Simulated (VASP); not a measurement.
# PbS (Fm-3m) in VASP: settings compared

Aim: see how the results for PbS move with the level of theory and the settings. Levels: LDA, PBE, PBEsol. Tasks: single point.

Program: VASP 6.6.1. These are calculated values, not measurements. Logs are shortened: lines on timing, memory, paths and dates and some standing lists are left out, and cuts for length are marked.

### Step 1. The cell of the first run

Symmetry: Fm-3m, No. 225, cubic system. The conventional cell has a = 5.890 Å, b = 5.890 Å, c = 5.890 Å, α = 90.00°, β = 90.00°, γ = 90.00°. Within 3.9 Å of Pb (site symmetry m-3m) lie 6 S at 2.95 Å. Within 3.9 Å of S (site symmetry m-3m) lie 6 Pb at 2.95 Å.

### Step 2. Single point, LDA

The input, INCAR:

```
SYSTEM = PbS
PREC = Accurate
ENCUT = 520
EDIFF = 1E-6
ISMEAR = -1
SIGMA = 0.06
LREAL = .FALSE.
LASPH = .TRUE.
NELM = 80
ALGO = Normal
ISIF = 2
LWAVE = .FALSE.
LCHARG = .FALSE.
GGA = CA
NBANDS = 17
```

The input, KPOINTS:

```
Automatic mesh
0
G
  8 8 8
  0 0 0
```

The input, POSCAR:

```
PbS
1.0
    0.0000000000      2.9451000000      2.9451000000
    2.9451000000      0.0000000000      2.9451000000
    2.9451000000      2.9451000000      0.0000000000
Pb S
1 1
Direct
    0.0000000000      0.0000000000      0.0000000000
    0.5000000000      0.5000000000      0.5000000000
```

Potentials or basis: VASP PAW LDA potentials, release 64 (Pb_d, S).

Launch:

```sh
$ cat potpaw_LDA.64/Pb_d/POTCAR potpaw_LDA.64/S/POTCAR > POTCAR
$ mpirun -np 1 vasp_std > vasp.out
```

OUTCAR:

```text
SYSTEM = PbS
   PREC = Accurate
   ENCUT = 520
   EDIFF = 1E-6
   ISMEAR = -1
   LREAL = .FALSE.
   LASPH = .TRUE.
   NELM = 80
   ISIF = 2
   GGA = CA

 ion  position               nearest neighbor table
   1  0.000  0.000  0.000-   2 2.95   2 2.95   2 2.95   2 2.95   2 2.95   2 2.95
   2  0.500  0.500  0.500-   1 2.95   1 2.95   1 2.95   1 2.95   1 2.95   1 2.95

  LATTYP: Found a face centered cubic cell.
 ALAT       =     5.8902000000

  Lattice vectors:

 A1 = (   0.0000000000,   2.9451000000,   2.9451000000)
 A2 = (   2.9451000000,   0.0000000000,   2.9451000000)
 A3 = (   2.9451000000,   2.9451000000,   0.0000000000)

Analysis of symmetry for initial positions (statically):
=====================================================================
 Subroutine PRICEL returns:
 Original cell was already a primitive cell.

 Routine SETGRP: Setting up the symmetry group for a
 face centered cubic supercell.

 Subroutine GETGRP returns: Found 48 space group operations
 (whereof 48 operations were pure point group operations)
 out of a pool of 48 trial point group operations.

The static configuration has the point symmetry O_h .

Analysis of symmetry for dynamics (positions and initial velocities):
=====================================================================
 Subroutine PRICEL returns:
 Original cell was already a primitive cell.

 Routine SETGRP: Setting up the symmetry group for a
 face centered cubic supercell.

 Subroutine GETGRP returns: Found 48 space group operations
 (whereof 48 operations were pure point group operations)
 out of a pool of 48 trial point group operations.

The dynamic configuration has the point symmetry O_h .

 Subroutine INISYM returns: Found 48 space group operations
 (whereof 48 operations are pure point group operations),
 and found     1 'primitive' translations

----------------------------------------------------------------------------------------

                                     Primitive cell

  volume of cell :      51.0893

  direct lattice vectors                    reciprocal lattice vectors
     0.000000000  2.945100000  2.945100000    -0.169773522  0.169773522  0.169773522
     2.945100000  0.000000000  2.945100000     0.169773522 -0.169773522  0.169773522
     2.945100000  2.945100000  0.000000000     0.169773522  0.169773522 -0.169773522

  length of vectors
     4.165000363  4.165000363  4.165000363     0.294056366  0.294056366  0.294056366

  position of ions in fractional coordinates (direct lattice)
     0.000000000  0.000000000  0.000000000
     0.500000000  0.500000000  0.500000000

  ion indices of the primitive-cell ions
   primitive index   ion index
                 1           1
                 2           2

----------------------------------------------------------------------------------------

 KPOINTS: Automatic mesh

Automatic generation of k-mesh.
 Grid dimensions read from file:
 generate k-points for:    8    8    8

 Generating k-lattice:

  Cartesian coordinates                     Fractional coordinates (reciprocal lattice)
    -0.021221690  0.021221690  0.021221690     0.125000000  0.000000000  0.000000000
     0.021221690 -0.021221690  0.021221690     0.000000000  0.125000000  0.000000000
     0.021221690  0.021221690 -0.021221690     0.000000000  0.000000000  0.125000000

  Length of vectors
     0.036757046  0.036757046  0.036757046

  Shift w.r.t. Gamma in fractional coordinates (k-lattice)
     0.000000000  0.000000000  0.000000000

 Subroutine IBZKPT returns following result:
 ===========================================

 Found     29 irreducible k-points:

 Following reciprocal coordinates:
            Coordinates               Weight
  0.000000  0.000000  0.000000      1.000000
  0.125000  0.000000  0.000000      8.000000
  0.250000  0.000000  0.000000      8.000000
  0.375000  0.000000  0.000000      8.000000
  0.500000  0.000000  0.000000      4.000000
  0.125000  0.125000  0.000000      6.000000
[... 16 lines left out ...]
  0.500000  0.250000  0.125000     48.000000
 -0.375000  0.250000  0.125000     24.000000
 [... further k-points ...]
   k-points           NKPTS =     29   k-points in BZ     NKDIM =     29   number of bands    NBANDS=     17
   number of dos      NEDOS =    301   number of ions     NIONS =      2
   total plane-waves  NPLWV =  32768
   dimension x,y,z NGX =    32 NGY =   32 NGZ =   32
   dimension x,y,z NGXF=    64 NGYF=   64 NGZF=   64
   ions per type =               1   1
   NGX,Y,Z   is equivalent  to a cutoff of  12.77, 12.77, 12.77 a.u.
   NGXF,Y,Z  is equivalent  to a cutoff of  25.55, 25.55, 25.55 a.u.
 SYSTEM =  PbS
   PREC   = accura    normal or accurate (medium, high low for compatibility)
   ISTART =      0    job   : 0-new  1-cont  2-samecut
   ICHARG =      2    charge: 1-file 2-atom 10-const
   ISPIN  =      1    spin polarized calculation?
   LNONCOLLINEAR =      F non collinear calculations
   LSORBIT =      F    spin-orbit coupling
   LASPH  =      T    aspherical Exc in radial PAW
   ENCUT  =  520.0 eV  38.22 Ry    6.18 a.u.   7.74  7.74  7.74*2*pi/ulx,y,z
   NELM   =     80;   NELMIN=  2; NELMDL= -5     # of ELM steps
   EDIFF  = 0.1E-05   stopping-criterion for ELM
   LREAL  =      F    real-space projection
[... 7 lines left out ...]
   TEBEG  =    0.0;   TEEND  =   0.0 temperature during run
   PSTRESS=    0.0 pullay stress
   NELECT =      20.0000    total number of electrons
   NUPDOWN=      -1.0000    fix difference up-down
   EMIN   =  10.00;   EMAX   =-10.00  energy-range for DOS
   EFERMI =   0.00;   METHOD = LEGACY
   ISMEAR =    -1;   SIGMA  =   0.06  broadening in eV -4-tet -1-fermi 0-gaus
   EFERMI_NEDOS =   21; number of points for ismear=-14 and -15
   IALGO  =     38    algorithm
   IMIX   =      4    mixing-type and parameters
     AMIX     =   0.40;   BMIX     =  1.00
     AMIX_MAG =   1.60;   BMIX_MAG =  1.00
  volume/ion in A,a.u.               =      25.54       172.38
  Fermi-wavevector in a.u.,A,eV,Ry     =   1.197590  2.263117 19.513769  1.434222
  Thomas-Fermi vector in A             =   2.333501
   LORBIT       =      0    0 simple, 1 ext, 2 COOP (PROOUT), +10 PAW based schemes
   GGA     = CA    functional components
   LHFCALC =     F    Hartree Fock is set to
   AEXX    =    0.0000 exact exchange contribution
   IVDW    =     0    specifies the selected vdW correction
   LEPSILON=     F    determine dielectric tensor
   LRPA    =     F    only Hartree local field effects (RPA)
 non-spin polarized calculation
  energy-cutoff  :      520.00
  volume of cell :       51.09
 maximum number of plane-waves:      1387
   NGX = 15   NGY = 15   NGZ = 15

 number of electron      19.9999996 magnetization

 Free energy of the ion-electron system (eV)
  ---------------------------------------------------
  ext. energy  EPLUGINS =         0.00000000
  ---------------------------------------------------
  free energy    TOTEN  =        -9.99541898 eV

  energy without entropy =       -9.99435606  energy(sigma->0) =       -9.99488752

 E-fermi :   5.9666     XC(G=0): -10.1255

 val. band max:        5.9016400174   @ k =   0.5000   0.0000   0.0000
 cond. band min:       6.0314979112   @ k =   0.5000   0.0000   0.0000
 fundamental gap:      0.1298578938
 Fermi energy:         5.9665868822

 k-point     1 :       0.0000    0.0000    0.0000
  band No.  band energies     occupation
      1     -10.9369      2.00000
      2     -10.9369      2.00000
      3     -10.9369      2.00000
      4     -10.9286      2.00000
      5     -10.9286      2.00000
      6      -7.8878      2.00000
[... 9 lines left out ...]
     16      12.4692      0.00000
     17      14.2508      0.00000

 k-point     2 :       0.1250    0.0000    0.0000
  band No.  band energies     occupation
      1     -10.9364      2.00000
      2     -10.9364      2.00000
      3     -10.9362      2.00000
      4     -10.9267      2.00000
      5     -10.9267      2.00000
      6      -7.7470      2.00000
[... 9 lines left out ...]
     16      12.8499      0.00000
     17      15.5316      0.00000

 k-point     3 :       0.2500    0.0000    0.0000
  band No.  band energies     occupation
      1     -10.9474      2.00000
      2     -10.9474      2.00000
      3     -10.9350      2.00000
      4     -10.9097      2.00000
      5     -10.9097      2.00000
      6      -7.3532      2.00000
[... 9 lines left out ...]
     16      13.7138      0.00000
     17      17.6629      0.00000

 k-point     4 :       0.3750    0.0000    0.0000
  band No.  band energies     occupation
      1     -10.9593      2.00000
      2     -10.9593      2.00000
      3     -10.9344      2.00000
      4     -10.8917      2.00000
      5     -10.8917      2.00000
      6      -6.8327      2.00000
[... 9 lines left out ...]
     16      14.9598      0.00000
     17      17.6167      0.00000

 k-point     5 :       0.5000    0.0000    0.0000
  band No.  band energies     occupation
      1     -10.9642      2.00000
      2     -10.9642      2.00000
      3     -10.9343      2.00000
      4     -10.8843      2.00000
      5     -10.8843      2.00000
      6      -6.5445      2.00000
[... 9 lines left out ...]
     16      15.9277      0.00000
     17      16.3602      0.00000

 k-point     6 :       0.1250    0.1250    0.0000
  band No.  band energies     occupation
      1     -10.9426      2.00000
      2     -10.9412      2.00000
      3     -10.9274      2.00000
      4     -10.9274      2.00000
      5     -10.9244      2.00000
      6      -7.6974      2.00000
[... 9 lines left out ...]
     16      13.6549      0.00000
     17      15.1452      0.00000
[... 281 lines left out ...]
 k-point    21 :       0.5000    0.5000    0.0000
  band No.  band energies     occupation
      1     -11.1026      2.00000
      2     -10.9659      2.00000
      3     -10.8998      2.00000
      4     -10.8686      2.00000
      5     -10.8686      2.00000
      6      -6.0708      2.00000
[... 9 lines left out ...]
     16      18.1430      0.00000
     17      18.1491      0.00000

 k-point    22 :       0.3750    0.2500    0.1250
  band No.  band energies     occupation
      1     -10.9831      2.00000
      2     -10.9413      2.00000
      3     -10.9332      2.00000
      4     -10.9044      2.00000
      5     -10.8970      2.00000
      6      -7.0072      2.00000
[... 9 lines left out ...]
     16      15.6730      0.00000
     17      16.0467      0.00000

 k-point    23 :       0.5000    0.2500    0.1250
  band No.  band energies     occupation
      1     -11.0002      2.00000
      2     -10.9416      2.00000
      3     -10.9309      2.00000
      4     -10.8998      2.00000
      5     -10.8875      2.00000
      6      -6.5384      2.00000
[... 9 lines left out ...]
     16      16.0828      0.00000
     17      17.1142      0.00000

 k-point    24 :      -0.3750    0.2500    0.1250
  band No.  band energies     occupation
      1     -11.0064      2.00000
      2     -10.9457      2.00000
      3     -10.9211      2.00000
      4     -10.9051      2.00000
      5     -10.8818      2.00000
      6      -6.2956      2.00000
[... 9 lines left out ...]
     16      16.7393      0.00000
     17      16.9589      0.00000

 [... further k-points ...]
[... 5 lines left out ...]
  --------------------------------------------------------------------------------------
  -------------------------------------------------------------------------------------
  Total       -0.4489448     -0.4489448     -0.4489448     -0.0000000      0.0000000     -0.0000000
  in kB      -14.0790525    -14.0790525    -14.0790525     -0.0000000      0.0000000     -0.0000000
  external PRESSURE =     -14.0790525 kB  Pullay stress =       0.0000000 kB

 VOLUME and BASIS-vectors are now :
 -----------------------------------------------------------------------------
  energy-cutoff  :      520.00
  volume of cell :       51.09
      direct lattice vectors                 reciprocal lattice vectors
     0.000000000  2.945100000  2.945100000    -0.169773522  0.169773522  0.169773522
     2.945100000  0.000000000  2.945100000     0.169773522 -0.169773522  0.169773522
     2.945100000  2.945100000  0.000000000     0.169773522  0.169773522 -0.169773522

 POSITION                                       TOTAL-FORCE (eV/Angst)
 -----------------------------------------------------------------------------------
      0.00000      0.00000      0.00000         0.000000      0.000000      0.000000
      2.94510      2.94510      2.94510        -0.000000     -0.000000     -0.000000
 -----------------------------------------------------------------------------------
    total drift:                                0.000000     -0.000000     -0.000000

  FREE ENERGIE OF THE ION-ELECTRON SYSTEM (eV)
  ---------------------------------------------------
  free  energy   TOTEN  =        -9.9954189767 eV

  energy  without entropy=       -9.9943560608  energy(sigma->0) =       -9.99488752
```

Run time: 8.4 s. Hardware: 1 thread of Intel Xeon 6975P-C (Granite Rapids), shared host; peak memory 0.16 GiB.

What came out:

* Free energy: -9.9954 eV
* Pressure: -1.4 GPa
* Band gap on the k mesh: 0.13 eV, direct

Caveat: spin-orbit coupling is left out, which moves the levels of the heavy elements. A k mesh can miss the band edges.

[end of part 1 of 3]
